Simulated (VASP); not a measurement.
Runs of VASP 6.6.1 on Cu. The structure is that of space group Im-3m (No. 229), or close to it. The cells are those of the table. This isn't the form of Cu at room conditions, which is fcc.

```csv
task,cell,gap on the mesh (eV),pressure (GPa)
single point,"a = 2.324 Å, angles 109.5°, 1 atom",none,40.9
single point,"a = 2.453 Å, angles 109.5°, 1 atom",none,0.9
relaxation of cell and atoms,"relaxed to 20 GPa from a = 2.485 Å, angles 109.5°, 1 atom",none,19.8
relaxation of cell and atoms,"relaxed to 40 GPa from a = 2.485 Å, angles 109.5°, 1 atom",none,40.0
relaxation of cell and atoms,"relaxed to 60 GPa from a = 2.485 Å, angles 109.5°, 1 atom",none,60.3
relaxation of cell and atoms,"relaxed from a = 2.485 Å, angles 109.5°, 1 atom",none,0.0
single point,"a = 2.284 Å, angles 109.5°, 1 atom",none,60.9
single point,"a = 2.376 Å, angles 109.5°, 1 atom",none,(a)
```

Alike in all rows: level PBEsol; potentials or basis VASP PAW PBE potentials, release 64 (Cu); no spin polarisation; k mesh 12 × 12 × 12; cutoff (eV) 600; smearing fermi-dirac 0.1 eV.

Task: Estimate the missing entries.

Result: (a) 20.8.

Caveats: the PAW data sets were made with another functional, which shifts forces and pressure a little; the cell stands under pressure (at least some runs); the cell is relaxed towards a set pressure, so the run minimises the enthalpy, not the energy (at least some runs).

A gap of «none» marks levels without a gap at the run's occupations.
